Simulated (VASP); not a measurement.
# Sn (I4/mmm) in VASP: a series of runs

The runs below take Sn through single point, with PBEsol.

Program: VASP 6.6.1. These are calculated values, not measurements. Logs are shortened: lines on timing, memory, paths and dates and some standing lists are left out, and cuts for length are marked.

## (1) The cell of the first run

Symmetry: I4/mmm, No. 139, tetragonal system. The conventional cell has a = 3.558 Å, b = 3.558 Å, c = 3.932 Å, α = 90.00°, β = 90.00°, γ = 90.00°. Sn (site symmetry 4/mmm) has 14 Sn at 3.19 to 3.93 Å within 4.2 Å.

## (2) Single point, PBEsol (strain -0.050 along x and y, +0.050 along z)

Input file INCAR:

```
SYSTEM = Sn
ALGO     = Fast           ! electronic algorithm
EDIFF    = 1E-7           ! SCF threshold, eV
ENCUT    = 520            ! plane-wave cutoff, eV
GGA      = PS             ! functional
ISIF     = 2              ! what is computed and relaxed
ISMEAR   = 0              ! smearing method
LASPH    = .True.         ! aspherical terms in the spheres
LCHARG   = .False.        ! write CHGCAR
LREAL    = .False.        ! projectors in reciprocal space
LWAVE    = .False.        ! write WAVECAR
NBANDS   = 13             ! bands
NELM     = 80             ! most SCF steps
PREC     = Accurate       ! precision mode
SIGMA    = 0.15           ! smearing width, eV
```

Input file KPOINTS:

```
k-points
0
Gamma
  22 22 22
  0 0 0
```

Input file POSCAR:

```
Sn
1.0
   -1.7787752712      1.7787752712      1.9660147734
    1.7787752712     -1.7787752712      1.9660147734
    1.7787752712      1.7787752712     -1.9660147734
Sn
1
Direct
    0.0000000000      0.0000000000      0.0000000000
```

Potentials or basis: VASP PAW PBE potentials, release 64 (Sn_d).

Launch:

```sh
cat potpaw_PBE.64/Sn_d/POTCAR > POTCAR
mpirun -np 1 vasp_std > vasp.out
```

OUTCAR:

```text
SYSTEM = Sn
   EDIFF = 1E-7
   ENCUT = 520
   GGA = PS
   ISIF = 2
   ISMEAR = 0
   LASPH = .True.
   LREAL = .False.
   NELM = 80
   PREC = Accurate

 ion  position               nearest neighbor table
   1  0.000  0.000  0.000-

  LATTYP: Found a body centered tetragonal cell.
 ALAT       =     3.5575505424
 C/A-ratio  =     1.1052631579

  Lattice vectors:

 A1 = (  -1.7787752712,   1.7787752712,   1.9660147734)
 A2 = (   1.7787752712,  -1.7787752712,   1.9660147734)
 A3 = (   1.7787752712,   1.7787752712,  -1.9660147734)

Analysis of symmetry for initial positions (statically):
=====================================================================
 Subroutine PRICEL returns:
 Original cell was already a primitive cell.

 Routine SETGRP: Setting up the symmetry group for a
 body centered tetragonal supercell.

 Subroutine GETGRP returns: Found 16 space group operations
 (whereof 16 operations were pure point group operations)
 out of a pool of 16 trial point group operations.

The static configuration has the point symmetry D_4h.

Analysis of symmetry for dynamics (positions and initial velocities):
=====================================================================
 Subroutine PRICEL returns:
 Original cell was already a primitive cell.

 Routine SETGRP: Setting up the symmetry group for a
 body centered tetragonal supercell.

 Subroutine GETGRP returns: Found 16 space group operations
 (whereof 16 operations were pure point group operations)
 out of a pool of 16 trial point group operations.

The dynamic configuration has the point symmetry D_4h.

 Subroutine INISYM returns: Found 16 space group operations
 (whereof 16 operations are pure point group operations),
 and found     1 'primitive' translations

----------------------------------------------------------------------------------------

                                     Primitive cell

  volume of cell :      24.8822

  direct lattice vectors                    reciprocal lattice vectors
    -1.778775271  1.778775271  1.966014773     0.000000000  0.281092282  0.254321588
     1.778775271 -1.778775271  1.966014773     0.281092282  0.000000000  0.254321588
     1.778775271  1.778775271 -1.966014773     0.281092282  0.281092282  0.000000000

  length of vectors
     3.192694320  3.192694320  3.192694320     0.379067727  0.379067727  0.397524517

  position of ions in fractional coordinates (direct lattice)
     0.000000000  0.000000000  0.000000000

  ion indices of the primitive-cell ions
   primitive index   ion index
                 1           1

----------------------------------------------------------------------------------------

 KPOINTS: k-points

Automatic generation of k-mesh.
 Grid dimensions read from file:
 generate k-points for:   22   22   22

 Generating k-lattice:

  Cartesian coordinates                     Fractional coordinates (reciprocal lattice)
     0.000000000  0.012776922  0.011560072     0.045454545 -0.000000000  0.000000000
     0.012776922  0.000000000  0.011560072    -0.000000000  0.045454545  0.000000000
     0.012776922  0.012776922  0.000000000     0.000000000  0.000000000  0.045454545

  Length of vectors
     0.017230351  0.017230351  0.018069296

  Shift w.r.t. Gamma in fractional coordinates (k-lattice)
     0.000000000  0.000000000  0.000000000

 Subroutine IBZKPT returns following result:
 ===========================================

 Found    834 irreducible k-points:

 Following reciprocal coordinates:
            Coordinates               Weight
  0.000000  0.000000  0.000000      1.000000
  0.045455 -0.000000  0.000000      8.000000
  0.090909 -0.000000  0.000000      8.000000
  0.136364  0.000000 -0.000000      8.000000
  0.181818 -0.000000  0.000000      8.000000
  0.227273 -0.000000  0.000000      8.000000
[... 16 lines left out ...]
  0.500000  0.045455  0.000000     16.000000
 -0.454545  0.045455 -0.000000     16.000000
 [... further k-points ...]
   k-points           NKPTS =    834   k-points in BZ     NKDIM =    834   number of bands    NBANDS=     13
   number of dos      NEDOS =    301   number of ions     NIONS =      1
   total plane-waves  NPLWV =  13824
   dimension x,y,z NGX =    24 NGY =   24 NGZ =   24
   dimension x,y,z NGXF=    48 NGYF=   48 NGZF=   48
   ions per type =               1
   NGX,Y,Z   is equivalent  to a cutoff of  12.50, 12.50, 12.50 a.u.
   NGXF,Y,Z  is equivalent  to a cutoff of  24.99, 24.99, 24.99 a.u.
 SYSTEM =  Sn
   PREC   = accura    normal or accurate (medium, high low for compatibility)
   ISTART =      0    job   : 0-new  1-cont  2-samecut
   ICHARG =      2    charge: 1-file 2-atom 10-const
   ISPIN  =      1    spin polarized calculation?
   LNONCOLLINEAR =      F non collinear calculations
   LSORBIT =      F    spin-orbit coupling
   LASPH  =      T    aspherical Exc in radial PAW
   ENCUT  =  520.0 eV  38.22 Ry    6.18 a.u.   5.94  5.94  5.94*2*pi/ulx,y,z
   NELM   =     80;   NELMIN=  2; NELMDL= -5     # of ELM steps
   EDIFF  = 0.1E-06   stopping-criterion for ELM
   LREAL  =      F    real-space projection
   EDIFFG = 0.1E-05   stopping-criterion for IOM
   NSW    =      0    number of steps for IOM
   IBRION =     -1    ionic relax: 0-MD 1-quasi-New 2-CG
   NFREE  =      0    steps in history (QN), initial steepest desc. (CG)
   ISIF   =      2    stress and relaxation
   ISYM   =      2    0-nonsym 1-usesym 2-fastsym
   POTIM  = 0.5000    time-step for ionic-motion
   TEBEG  =    0.0;   TEEND  =   0.0 temperature during run
   PSTRESS=    0.0 pullay stress
   NELECT =      14.0000    total number of electrons
   NUPDOWN=      -1.0000    fix difference up-down
   EMIN   =  10.00;   EMAX   =-10.00  energy-range for DOS
   EFERMI =   0.00;   METHOD = LEGACY
   ISMEAR =     0;   SIGMA  =   0.15  broadening in eV -4-tet -1-fermi 0-gaus
   EFERMI_NEDOS =   21; number of points for ismear=-14 and -15
   IALGO  =     68    algorithm
   IMIX   =      4    mixing-type and parameters
     AMIX     =   0.40;   BMIX     =  1.00
     AMIX_MAG =   1.60;   BMIX_MAG =  1.00
  volume/ion in A,a.u.               =      24.88       167.91
  Fermi-wavevector in a.u.,A,eV,Ry     =   1.351516  2.553995 24.852341  1.826596
  Thomas-Fermi vector in A             =   2.478931
   LORBIT       =      0    0 simple, 1 ext, 2 COOP (PROOUT), +10 PAW based schemes
   GGA     = PS    functional components
   LHFCALC =     F    Hartree Fock is set to
   AEXX    =    0.0000 exact exchange contribution
   IVDW    =     0    specifies the selected vdW correction
   LEPSILON=     F    determine dielectric tensor
   LRPA    =     F    only Hartree local field effects (RPA)
 non-spin polarized calculation
 RMM-DIIS sequential band-by-band and
 Gauss-broadening in eV      SIGMA  =   0.15
  energy-cutoff  :      520.00
  volume of cell :       24.88
 maximum number of plane-waves:       693
   NGX = 11   NGY = 11   NGZ = 11

 number of electron      13.9999990 magnetization

 Free energy of the ion-electron system (eV)
  ---------------------------------------------------
  ext. energy  EPLUGINS =         0.00000000
  ---------------------------------------------------
  free energy    TOTEN  =        -4.22291046 eV

  energy without entropy =       -4.21651893  energy(sigma->0) =       -4.21971470

 E-fermi :   9.0586     XC(G=0): -10.9261

 val. band max:        9.0584139520   @ k =   0.3636   0.1818   0.0909
 cond. band min:       9.0640721631   @ k =  -0.4091  -0.4545   0.3636
 fundamental gap:      0.0056582111
 Fermi energy:         9.0586467028

 k-point     1 :       0.0000    0.0000    0.0000
  band No.  band energies     occupation
      1     -12.4698      2.00000
      2     -12.4698      2.00000
      3     -12.4339      2.00000
      4     -12.3172      2.00000
      5     -12.2640      2.00000
      6      -2.7331      2.00000
      7      17.4976      0.00000
      8      17.8793      0.00000
      9      17.8793      0.00000
     10      20.5605      0.00000
     11      21.8910      0.00000
     12      21.8967      0.00000
     13      22.1351      0.00000

 k-point     2 :       0.0455   -0.0000    0.0000
  band No.  band energies     occupation
      1     -12.4678      2.00000
      2     -12.4674      2.00000
      3     -12.4320      2.00000
      4     -12.3178      2.00000
      5     -12.2650      2.00000
      6      -2.6860      2.00000
      7      17.1130      0.00000
      8      17.6761      0.00000
      9      17.6853      0.00000
     10      20.2446      0.00000
     11      21.6579      0.00000
     12      21.7999      0.00000
     13      22.2935      0.00000

 k-point     3 :       0.0909   -0.0000    0.0000
  band No.  band energies     occupation
      1     -12.4639      2.00000
      2     -12.4625      2.00000
      3     -12.4232      2.00000
      4     -12.3195      2.00000
      5     -12.2678      2.00000
      6      -2.5444      2.00000
      7      15.8856      0.00000
      8      17.2044      0.00000
      9      17.4824      0.00000
     10      19.9120      0.00000
     11      21.0996      0.00000
     12      21.3667      0.00000
     13      22.5690      0.00000
[... 305 lines left out ...]
 k-point    23 :       0.5000    0.0455    0.0000
  band No.  band energies     occupation
      1     -12.5047      2.00000
      2     -12.4426      2.00000
      3     -12.3258      2.00000
      4     -12.2755      2.00000
      5     -12.1855      2.00000
      6       2.2353      2.00000
      7       4.2287      2.00000
      8      13.1925      0.00000
      9      15.0545      0.00000
     10      18.3271      0.00000
     11      18.8041      0.00000
     12      22.1884      0.00000
     13      26.2758      0.00000

 k-point    24 :      -0.4545    0.0455   -0.0000
  band No.  band energies     occupation
      1     -12.5027      2.00000
      2     -12.4407      2.00000
      3     -12.3264      2.00000
      4     -12.2762      2.00000
      5     -12.1964      2.00000
      6       1.5439      2.00000
      7       5.0966      2.00000
      8      13.3272      0.00000
      9      15.1249      0.00000
     10      18.4125      0.00000
     11      18.7985      0.00000
     12      21.7735      0.00000
     13      26.4991      0.00000

 [... further k-points ...]

------------------------ aborting loop because EDIFF is reached ----------------------------------------

  FORCE on cell =-STRESS in cart. coord.  units (eV):
  Direction    XX          YY          ZZ          XY          YZ          ZX
  --------------------------------------------------------------------------------------
  -------------------------------------------------------------------------------------
  Total        0.4897474      0.4897474      0.5470168      0.0000000     -0.0000000      0.0000000
  in kB       31.5350693     31.5350693     35.2226751      0.0000000     -0.0000000      0.0000000
  external PRESSURE =      32.7642713 kB  Pullay stress =       0.0000000 kB

 VOLUME and BASIS-vectors are now :
 -----------------------------------------------------------------------------
  energy-cutoff  :      520.00
  volume of cell :       24.88
      direct lattice vectors                 reciprocal lattice vectors
    -1.778775271  1.778775271  1.966014773     0.000000000  0.281092282  0.254321588
     1.778775271 -1.778775271  1.966014773     0.281092282  0.000000000  0.254321588
     1.778775271  1.778775271 -1.966014773     0.281092282  0.281092282  0.000000000

 POSITION                                       TOTAL-FORCE (eV/Angst)
 -----------------------------------------------------------------------------------
      0.00000      0.00000      0.00000         0.000000      0.000000      0.000000
 -----------------------------------------------------------------------------------
    total drift:                               -0.000000      0.000000      0.000000

  FREE ENERGIE OF THE ION-ELECTRON SYSTEM (eV)
  ---------------------------------------------------
  free  energy   TOTEN  =        -4.2229104608 eV

  energy  without entropy=       -4.2165189338  energy(sigma->0) =       -4.21971470
```

Wall time 2.4 min (1 thread of AMD EPYC 9R45 (Zen 5), shared host); peak memory 0.31 GiB.

Results:

- Free energy: -4.2229 eV
- Pressure: 3.3 GPa
- Band gap on the k mesh: zero (bands 7 and 8 overlap by 11.11 eV)

Caveat: the cell differs from its parent crystal (strain -0.050 along x and y, +0.050 along z); the cell stands under pressure; the PAW data sets were made with another functional, which shifts forces and pressure a little; spin-orbit coupling is left out, which moves the levels of the heavy elements.

## (3) Single point, PBEsol (strain -0.025 along x and y, +0.050 along z)

Input file INCAR:

```
PREC     = Accurate       # precision mode
ENCUT    = 520            # plane-wave cutoff, eV
EDIFF    = 1E-7           # SCF threshold, eV
ISMEAR   = 0              # smearing method
SIGMA    = 0.15           # smearing width, eV
LREAL    = False          # projectors in reciprocal space
LASPH    = True           # aspherical terms in the spheres
NELM     = 100            # most SCF steps
ALGO     = Fast           # electronic algorithm
ISIF     = 2              # what is computed and relaxed
LWAVE    = False          # write WAVECAR
LCHARG   = True           # write CHGCAR
GGA      = PS             # functional
LELF     = True           # ELF
LVHAR    = True         
NBANDS   = 13             # bands
```

Input file KPOINTS:

```
regular mesh
0
Gamma
  22 22 22
```

Input file POSCAR:

```
Sn
1.0
   -1.8255851467      1.8255851467      1.9660147734
    1.8255851467     -1.8255851467      1.9660147734
    1.8255851467      1.8255851467     -1.9660147734
Sn
1
Direct
    0.0000000000      0.0000000000      0.0000000000
```

Potentials or basis: VASP PAW PBE potentials, release 64 (Sn_d).

Launch:

```sh
cat potpaw_PBE.64/Sn_d/POTCAR > POTCAR
mpirun -np 1 vasp_std > vasp.out
```

Run time: 2.5 min. Hardware: 1 thread of AMD EPYC 9R45 (Zen 5), shared host; peak memory 0.33 GiB.

The run converged. Its results:

```yaml
Free_energy: -4.2346 eV
Pressure: -0.1 GPa
Band_gap_on_the_k_mesh: zero (bands 7 and 8 overlap by 10.55 eV)
```

Stress tensor (GPa, compression positive):
```
-0.21  0.00  0.00
 0.00 -0.21  0.00
 0.00  0.00  0.26
```

Levels at points of the mesh, in eV from the Fermi level:
| k point | band 4 | band 5 | band 6 | band 7 | band 8 | band 9 | band 10 | band 11 |
| --- | --- | --- | --- | --- | --- | --- | --- | --- |
| (0.00, 0.00, 0.00) | -21.34 | -21.30 | -11.37 | 8.04 | 8.35 | 8.35 | 11.61 | 12.59 |
| (0.50, 0.00, 0.00) | -21.31 | -21.23 | -6.61 | -4.68 | 4.08 | 5.98 | 8.58 | 8.83 |
| (0.50, 0.50, 0.00) | -21.30 | -21.21 | -6.13 | -4.47 | 3.16 | 4.71 | 7.45 | 7.63 |
| (0.50, 0.50, 0.50) | -21.24 | -21.24 | -2.45 | -1.42 | -0.03 | -0.03 | 3.68 | 4.20 |

Caveat: the cell differs from its parent crystal (strain -0.025 along x and y, +0.050 along z); the PAW data sets were made with another functional, which shifts forces and pressure a little; spin-orbit coupling is left out, which moves the levels of the heavy elements.

[end of part 1 of 2]
